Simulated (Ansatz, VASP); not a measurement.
Two plane-wave programs on HfN

Contents of POSCAR:

```
HfN
1.0
    0.0000000000      1.9499790461      1.9499790461
    1.9499790461      0.0000000000      1.9499790461
    1.9499790461      1.9499790461      0.0000000000
Hf N
1 1
Direct
    0.0000000000      0.0000000000      0.0000000000
    0.5000000000      0.5000000000      0.5000000000
```

Contents of INCAR.step1:

```
SYSTEM = HfN
PREC = Accurate
ENCUT = 520
ISMEAR = -1
SIGMA = 0.1
LREAL = .FALSE.
LASPH = .TRUE.
NELM = 80
NBANDS = 14
GGA = PE
ALGO = Normal
EDIFF = 1E-4
LWAVE = .TRUE.
LCHARG = .FALSE.
```

INCAR.step2

```
SYSTEM = HfN
PREC = Accurate
ENCUT = 520
EDIFF = 1E-6
ISMEAR = -1
SIGMA = 0.1
LREAL = .FALSE.
LASPH = .TRUE.
NELM = 80
ALGO = Normal
ISIF = 2
LWAVE = .FALSE.
LCHARG = .FALSE.
METAGGA = R2SCAN
LMIXTAU = .TRUE.
NBANDS = 14
ISTART = 1
```

File KPOINTS:

```
Automatic mesh
0
G
  15 15 15
  0 0 0
```

Input for Ansatz:

```yaml
crystal:
  lattice:
    - [0.0, 1.9499790461, 1.9499790461]
    - [1.9499790461, 0.0, 1.9499790461]
    - [1.9499790461, 1.9499790461, 0.0]
  atoms:
    - { symbol: Hf, position: [0.0, 0.0, 0.0] }
    - { symbol: "N", position: [0.5, 0.5, 0.5] }
kpoints:
  mp_grid: { grid: [15, 15, 15] }
scf:
  occupations: { method: fermi_dirac, width: 0.1 }
hamiltonian:
  xc: r2scan
  pseudopotentials: { kind: paw }
output:
  forces: true
  stress: true
  eigenvalues: true
  populations: true
```

Change from the starting cell: volume scaled by 0.64, PAW files.

Alike in both runs: task single point; functional r2SCAN; k mesh 15 × 15 × 15; occupations fermi-dirac, width 0.1 eV; no spin polarisation.

|  | VASP | Ansatz |
| --- | --- | --- |
| version | VASP 6.6.1 | Ansatz 0.2.0 |
| potentials or method | VASP PAW PBE potentials, release 64 (Hf_pv, N) | PAW with Ansatz's default frozen-core files, scalar-relativistic |
| plane-wave cutoff (eV) | 520 | 500 |
| valence electrons in the cell | 15 | 31 |

|  | VASP | Ansatz | Ansatz less VASP |
| --- | --- | --- | --- |
| pressure (GPa) | 320.9 | 317.4 | -3.49 |

VASP's potentials were made for PBE, not for r2SCAN. Both programs put the cell under a high pressure, so it lies far from rest at this level. The functional is the same, so the differences come from potentials, cutoffs and numerics. VASP's potentials hold 15 valence electrons a cell and Ansatz's 31, so a difference there can come from the potentials and not from the codes.

Neither program's run includes spin-orbit coupling. Noted on VASP's run: the cell as given lies far from equilibrium.
